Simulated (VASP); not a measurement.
# BiN (P4/nmm) in VASP: a series of runs

The runs below take BiN through single point, with PBEsol.

Everything below comes from runs of VASP 6.6.1. Logs are shortened: lines on timing, memory, paths and dates and some standing lists are left out, and cuts for length are marked.

### 1 The cell of the first run

It takes space group P4/nmm (No. 129, tetragonal). Conventional cell: a = 4.004 Å, b = 4.004 Å, c = 4.683 Å, α = 90.00°, β = 90.00°, γ = 90.00°. Within 3.0 Å of Bi (site symmetry 4mm) lie 4 N at 2.28 Å. Within 3.0 Å of N (site symmetry -4m2) lie 4 Bi at 2.28 Å and 4 N at 2.83 Å.

### 2 Single point, PBEsol (18.77 Å³/atom)

INCAR

```
SYSTEM = BiN
PREC     = Accurate       ! precision mode
ENCUT    = 520            ! plane-wave cutoff, eV
EDIFF    = 1E-7           ! SCF threshold, eV
ISMEAR   = 0              ! smearing method
SIGMA    = 0.05           ! smearing width, eV
LREAL    = .FALSE.        ! projectors in reciprocal space
LASPH    = .TRUE.         ! aspherical terms in the spheres
NELM     = 60             ! most SCF steps
ALGO     = Fast           ! electronic algorithm
ISIF     = 2              ! what is computed and relaxed
LWAVE    = .FALSE.        ! write WAVECAR
LCHARG   = .FALSE.        ! write CHGCAR
GGA      = PS             ! functional
NBANDS   = 28             ! bands
```

KPOINTS

```
regular mesh
0
G
  8 8 6
  0 0 0
```

POSCAR

```
BiN
1.0
    4.0041618695      0.0000000000      0.0000000000
    0.0000000000      4.0041618695      0.0000000000
    0.0000000000      0.0000000000      4.6828652304
Bi N
2 2
Direct
    0.5000000000      0.0000000000      0.2333686717
    0.0000000000      0.5000000000      0.7666313283
    0.0000000000      0.0000000000      0.0000000000
    0.5000000000      0.5000000000      0.0000000000
```

Potentials or basis: VASP PAW PBE potentials, release 64 (Bi_d, N).

Started as:

```bash
$ cat potpaw_PBE.64/Bi_d/POTCAR potpaw_PBE.64/N/POTCAR > POTCAR
$ mpirun -np 1 vasp_std > vasp.out
```

OUTCAR:

```text
SYSTEM = BiN
   PREC = Accurate
   ENCUT = 520
   EDIFF = 1E-7
   ISMEAR = 0
   LREAL = .FALSE.
   LASPH = .TRUE.
   NELM = 60
   ISIF = 2
   GGA = PS

 ion  position               nearest neighbor table
   1  0.500  0.000  0.233-   3 2.28   4 2.28   4 2.28   3 2.28   2 3.58   2 3.58   2 3.58   2 3.58
                             2 3.78   2 3.78   2 3.78   2 3.78
   2  0.000  0.500  0.767-   3 2.28   4 2.28   3 2.28   4 2.28   1 3.58   1 3.58   1 3.58   1 3.58
                             1 3.78   1 3.78   1 3.78   1 3.78
   3  0.000  0.000  0.000-   1 2.28   2 2.28   2 2.28   1 2.28
   4  0.500  0.500  0.000-   1 2.28   2 2.28   1 2.28   2 2.28

  LATTYP: Found a simple tetragonal cell.
 ALAT       =     4.0041618695
 C/A-ratio  =     1.1694994815

  Lattice vectors:

 A1 = (   4.0041618695,   0.0000000000,   0.0000000000)
 A2 = (   0.0000000000,   4.0041618695,   0.0000000000)
 A3 = (   0.0000000000,   0.0000000000,   4.6828652304)

Analysis of symmetry for initial positions (statically):
=====================================================================
 Subroutine PRICEL returns:
 Original cell was already a primitive cell.

 Routine SETGRP: Setting up the symmetry group for a
 simple tetragonal supercell.

 Subroutine GETGRP returns: Found 16 space group operations
 (whereof  8 operations were pure point group operations)
 out of a pool of 16 trial point group operations.

The static configuration has the point symmetry D_2d.
 The point group associated with its full space group is D_4h.

Analysis of symmetry for dynamics (positions and initial velocities):
=====================================================================
 Subroutine PRICEL returns:
 Original cell was already a primitive cell.

 Routine SETGRP: Setting up the symmetry group for a
 simple tetragonal supercell.

 Subroutine GETGRP returns: Found 16 space group operations
 (whereof  8 operations were pure point group operations)
 out of a pool of 16 trial point group operations.

The dynamic configuration has the point symmetry D_2d.
 The point group associated with its full space group is D_4h.

 Subroutine INISYM returns: Found 16 space group operations
 (whereof  8 operations are pure point group operations),
 and found     1 'primitive' translations

----------------------------------------------------------------------------------------

                                     Primitive cell

  volume of cell :      75.0818

  direct lattice vectors                    reciprocal lattice vectors
     4.004161869  0.000000000  0.000000000     0.249740154  0.000000000  0.000000000
     0.000000000  4.004161869  0.000000000     0.000000000  0.249740154  0.000000000
     0.000000000  0.000000000  4.682865230     0.000000000  0.000000000  0.213544476

  length of vectors
     4.004161869  4.004161869  4.682865230     0.249740154  0.249740154  0.213544476

  position of ions in fractional coordinates (direct lattice)
     0.500000000  0.000000000  0.233368672
     0.000000000  0.500000000  0.766631328
     0.000000000  0.000000000  0.000000000
     0.500000000  0.500000000  0.000000000

  ion indices of the primitive-cell ions
   primitive index   ion index
                 1           1
                 2           2
                 3           3
                 4           4

----------------------------------------------------------------------------------------

 KPOINTS: regular mesh

Automatic generation of k-mesh.
 Grid dimensions read from file:
 generate k-points for:    8    8    6

 Generating k-lattice:

  Cartesian coordinates                     Fractional coordinates (reciprocal lattice)
     0.031217519  0.000000000  0.000000000     0.125000000  0.000000000  0.000000000
     0.000000000  0.031217519  0.000000000     0.000000000  0.125000000  0.000000000
     0.000000000  0.000000000  0.035590746     0.000000000  0.000000000  0.166666667

  Length of vectors
     0.031217519  0.031217519  0.035590746

  Shift w.r.t. Gamma in fractional coordinates (k-lattice)
     0.000000000  0.000000000  0.000000000

 Subroutine IBZKPT returns following result:
 ===========================================

 Found     60 irreducible k-points:

 Following reciprocal coordinates:
            Coordinates               Weight
  0.000000  0.000000  0.000000      1.000000
  0.125000  0.000000  0.000000      4.000000
  0.250000  0.000000  0.000000      4.000000
  0.375000  0.000000  0.000000      4.000000
  0.500000  0.000000  0.000000      2.000000
  0.125000  0.125000  0.000000      4.000000
[... 16 lines left out ...]
  0.375000  0.125000  0.166667     16.000000
  0.500000  0.125000  0.166667      8.000000
 [... further k-points ...]
   k-points           NKPTS =     60   k-points in BZ     NKDIM =     60   number of bands    NBANDS=     28
   number of dos      NEDOS =    301   number of ions     NIONS =      4
   total plane-waves  NPLWV =  32400
   dimension x,y,z NGX =    30 NGY =   30 NGZ =   36
   dimension x,y,z NGXF=    60 NGYF=   60 NGZF=   72
   ions per type =               2   2
   NGX,Y,Z   is equivalent  to a cutoff of  12.46, 12.46, 12.78 a.u.
   NGXF,Y,Z  is equivalent  to a cutoff of  24.91, 24.91, 25.56 a.u.
 SYSTEM =  BiN
   PREC   = accura    normal or accurate (medium, high low for compatibility)
   ISTART =      0    job   : 0-new  1-cont  2-samecut
   ICHARG =      2    charge: 1-file 2-atom 10-const
   ISPIN  =      1    spin polarized calculation?
   LNONCOLLINEAR =      F non collinear calculations
   LSORBIT =      F    spin-orbit coupling
   LASPH  =      T    aspherical Exc in radial PAW
   ENCUT  =  520.0 eV  38.22 Ry    6.18 a.u.   7.45  7.45  8.71*2*pi/ulx,y,z
   NELM   =     60;   NELMIN=  2; NELMDL= -5     # of ELM steps
   EDIFF  = 0.1E-06   stopping-criterion for ELM
   LREAL  =      F    real-space projection
   EDIFFG = 0.1E-05   stopping-criterion for IOM
   NSW    =      0    number of steps for IOM
   IBRION =     -1    ionic relax: 0-MD 1-quasi-New 2-CG
   NFREE  =      0    steps in history (QN), initial steepest desc. (CG)
   ISIF   =      2    stress and relaxation
   ISYM   =      2    0-nonsym 1-usesym 2-fastsym
   POTIM  = 0.5000    time-step for ionic-motion
   TEBEG  =    0.0;   TEEND  =   0.0 temperature during run
   PSTRESS=    0.0 pullay stress
   NELECT =      40.0000    total number of electrons
   NUPDOWN=      -1.0000    fix difference up-down
   EMIN   =  10.00;   EMAX   =-10.00  energy-range for DOS
   EFERMI =   0.00;   METHOD = LEGACY
   ISMEAR =     0;   SIGMA  =   0.05  broadening in eV -4-tet -1-fermi 0-gaus
   EFERMI_NEDOS =   21; number of points for ismear=-14 and -15
   IALGO  =     68    algorithm
   IMIX   =      4    mixing-type and parameters
     AMIX     =   0.40;   BMIX     =  1.00
     AMIX_MAG =   1.60;   BMIX_MAG =  1.00
  volume/ion in A,a.u.               =      18.77       126.67
  Fermi-wavevector in a.u.,A,eV,Ry     =   1.327139  2.507930 23.963926  1.761299
  Thomas-Fermi vector in A             =   2.456474
   LORBIT       =      0    0 simple, 1 ext, 2 COOP (PROOUT), +10 PAW based schemes
   GGA     = PS    functional components
   LHFCALC =     F    Hartree Fock is set to
   AEXX    =    0.0000 exact exchange contribution
   IVDW    =     0    specifies the selected vdW correction
   LEPSILON=     F    determine dielectric tensor
   LRPA    =     F    only Hartree local field effects (RPA)
 non-spin polarized calculation
 RMM-DIIS sequential band-by-band and
 Gauss-broadening in eV      SIGMA  =   0.05
  energy-cutoff  :      520.00
  volume of cell :       75.08
 maximum number of plane-waves:      2043
 NGX is ok and might be reduce to    30
   NGX = 15   NGY = 15   NGZ = 17

 number of electron      40.0000014 magnetization

 Free energy of the ion-electron system (eV)
  ---------------------------------------------------
  ext. energy  EPLUGINS =         0.00000000
  ---------------------------------------------------
  free energy    TOTEN  =       -23.60901106 eV

  energy without entropy =      -23.60795882  energy(sigma->0) =      -23.60848494

 E-fermi :   7.1047     XC(G=0): -10.6458

 val. band max:        7.0915415218   @ k =   0.5000   0.5000   0.0000
 cond. band min:       7.1268115117   @ k =   0.1250   0.0000   0.5000
 fundamental gap:      0.0352699899
 Fermi energy:         7.1047444984

 k-point     1 :       0.0000    0.0000    0.0000
  band No.  band energies     occupation
      1     -15.6068      2.00000
      2     -15.4937      2.00000
      3     -15.4937      2.00000
      4     -15.4535      2.00000
      5     -15.4106      2.00000
      6     -15.4042      2.00000
[... 20 lines left out ...]
     27      13.9079      0.00000
     28      14.4671      0.00000

 k-point     2 :       0.1250    0.0000    0.0000
  band No.  band energies     occupation
      1     -15.5992      2.00000
      2     -15.4892      2.00000
      3     -15.4856      2.00000
      4     -15.4478      2.00000
      5     -15.4120      2.00000
      6     -15.4045      2.00000
[... 20 lines left out ...]
     27      14.3276      0.00000
     28      14.9295      0.00000

 k-point     3 :       0.2500    0.0000    0.0000
  band No.  band energies     occupation
      1     -15.5799      2.00000
      2     -15.4768      2.00000
      3     -15.4633      2.00000
      4     -15.4311      2.00000
      5     -15.4280      2.00000
      6     -15.4166      2.00000
[... 20 lines left out ...]
     27      14.2906      0.00000
     28      16.5483      0.00000

 k-point     4 :       0.3750    0.0000    0.0000
  band No.  band energies     occupation
      1     -15.5523      2.00000
      2     -15.4715      2.00000
      3     -15.4592      2.00000
      4     -15.4362      2.00000
      5     -15.4257      2.00000
      6     -15.4044      2.00000
[... 578 lines left out ...]
     27      14.7142      0.00000
     28      16.1391      0.00000

 k-point    23 :       0.3750    0.1250    0.1667
  band No.  band energies     occupation
      1     -15.5599      2.00000
      2     -15.4965      2.00000
      3     -15.4572      2.00000
      4     -15.4316      2.00000
      5     -15.4159      2.00000
      6     -15.3993      2.00000
[... 20 lines left out ...]
     27      14.8390      0.00000
     28      15.5350      0.00000

 k-point    24 :       0.5000    0.1250    0.1667
  band No.  band energies     occupation
      1     -15.5328      2.00000
      2     -15.5328      2.00000
      3     -15.4411      2.00000
      4     -15.4411      2.00000
      5     -15.4061      2.00000
      6     -15.4061      2.00000
[... 20 lines left out ...]
     27      15.1192      0.00000
     28      15.1192      0.00000

 [... further k-points ...]

------------------------ aborting loop because EDIFF is reached ----------------------------------------

  FORCE on cell =-STRESS in cart. coord.  units (eV):
  Direction    XX          YY          ZZ          XY          YZ          ZX
  --------------------------------------------------------------------------------------
  -------------------------------------------------------------------------------------
  Total        0.5965961      0.5965961      0.5395544      0.0000000      0.0000000      0.0000000
  in kB       12.7308113     12.7308113     11.5135944      0.0000000      0.0000000      0.0000000
  external PRESSURE =      12.3250723 kB  Pullay stress =       0.0000000 kB

 VOLUME and BASIS-vectors are now :
 -----------------------------------------------------------------------------
  energy-cutoff  :      520.00
  volume of cell :       75.08
      direct lattice vectors                 reciprocal lattice vectors
     4.004161869  0.000000000  0.000000000     0.249740154  0.000000000  0.000000000
     0.000000000  4.004161869  0.000000000     0.000000000  0.249740154  0.000000000
     0.000000000  0.000000000  4.682865230     0.000000000  0.000000000  0.213544476

 POSITION                                       TOTAL-FORCE (eV/Angst)
 -----------------------------------------------------------------------------------
      2.00208      0.00000      1.09283         0.000000      0.000000      0.043835
      0.00000      2.00208      3.59003        -0.000000      0.000000     -0.043835
      0.00000      0.00000      0.00000         0.000000     -0.000000      0.000000
      2.00208      2.00208      0.00000         0.000000      0.000000      0.000000
 -----------------------------------------------------------------------------------
    total drift:                                0.000000      0.000000      0.000000

  FREE ENERGIE OF THE ION-ELECTRON SYSTEM (eV)
  ---------------------------------------------------
  free  energy   TOTEN  =       -23.6090110604 eV

  energy  without entropy=      -23.6079588240  energy(sigma->0) =      -23.60848494
```

Run time: 93 s. Hardware: 1 thread of Oxide Virtual Turin-like, shared host; peak memory 0.21 GiB.

What came out:

```
Free energy            : -23.6090 eV
Pressure               : 1.2 GPa
Largest force          : 0.044 eV/Å
Band gap on the k mesh : zero (bands 20 and 21 overlap by 0.18 eV)
```

Forces on the atoms (eV/Å):
```
Bi   0.000  0.000  0.044
Bi   0.000  0.000 -0.044
N    0.000  0.000  0.000
N    0.000  0.000  0.000
```

Stress tensor (GPa, compression positive):
```
1.27 0.00 0.00
0.00 1.27 0.00
0.00 0.00 1.15
```

Caveat: the PAW data sets were made with another functional, which shifts forces and pressure a little; spin-orbit coupling is left out, which moves the levels of the heavy elements.

### 3 Single point, PBEsol (19.16 Å³/atom)

This run uses another cell than the first one, of 19.16 Å³/atom.

INCAR

```
PREC = Accurate
ENCUT = 520
EDIFF = 1E-6
ISMEAR = 0
SIGMA = 0.05
LREAL = F
LASPH = T
NELM = 80
ALGO = Fast
ISIF = 2
LWAVE = F
LCHARG = F
GGA = PS
NBANDS = 28
```

KPOINTS

```
Automatic mesh
0
Gamma
  8 8 6
```

POSCAR

```
BiN
1.0
    4.0068681110      0.0000000000      0.0000000000
    0.0000000000      4.0068681110      0.0000000000
    0.0000000000      0.0000000000      4.7739696987
Bi N
2 2
Direct
    0.5000000000      0.0000000000      0.2293938243
    0.0000000000      0.5000000000      0.7706061757
    0.0000000000      0.0000000000      0.0000000000
    0.5000000000      0.5000000000      0.0000000000
```

Potentials or basis: VASP PAW PBE potentials, release 64 (Bi_d, N).

Started as:

```bash
$ cat potpaw_PBE.64/Bi_d/POTCAR potpaw_PBE.64/N/POTCAR > POTCAR
$ mpirun -np 1 vasp_std > vasp.out
```

Wall time 63 s (1 thread of Oxide Virtual Turin-like, shared host); peak memory 0.21 GiB.

Results (log left out):

```yaml
Free_energy: -23.6168 eV
Pressure: 0.6 GPa
Largest_force: 0.044 eV/Å
Band_gap_on_the_k_mesh: zero (bands 20 and 21 overlap by 0.22 eV)
```

Forces on the atoms (eV/Å):
```
Bi   0.000  0.000  0.044
Bi   0.000  0.000 -0.044
N    0.000  0.000  0.000
N    0.000  0.000  0.000
```

Stress tensor (GPa, compression positive):
```
0.65 0.00 0.00
0.00 0.65 0.00
0.00 0.00 0.54
```

Levels at points of the mesh, in eV from the Fermi level:
```
           k point  band 17  band 18  band 19  band 20  band 21  band 22  band 23  band 24
(0.00, 0.00, 0.00)    -1.36    -1.36    -1.00    -0.66     1.30     3.05     4.69     4.69
(0.50, 0.00, 0.00)    -3.24    -3.24    -2.25    -2.25     2.68     2.68     5.43     5.43
(0.50, 0.50, 0.00)    -2.70    -2.70    -0.01    -0.01     0.45     0.45     3.74     3.74
(0.00, 0.00, 0.50)    -1.51    -1.51    -1.20    -1.10    -0.14     2.30     2.30     2.89
(0.50, 0.00, 0.50)    -3.45    -3.45    -0.98    -0.98     3.36     3.36     4.63     4.63
(0.50, 0.50, 0.50)    -3.68    -3.68    -0.01    -0.01     3.51     3.51     4.40     4.40
```

Caveat: the PAW data sets were made with another functional, which shifts forces and pressure a little; spin-orbit coupling is left out, which moves the levels of the heavy elements.

The gap in the log of VASP goes by the Fermi energy; the results here count the filled bands.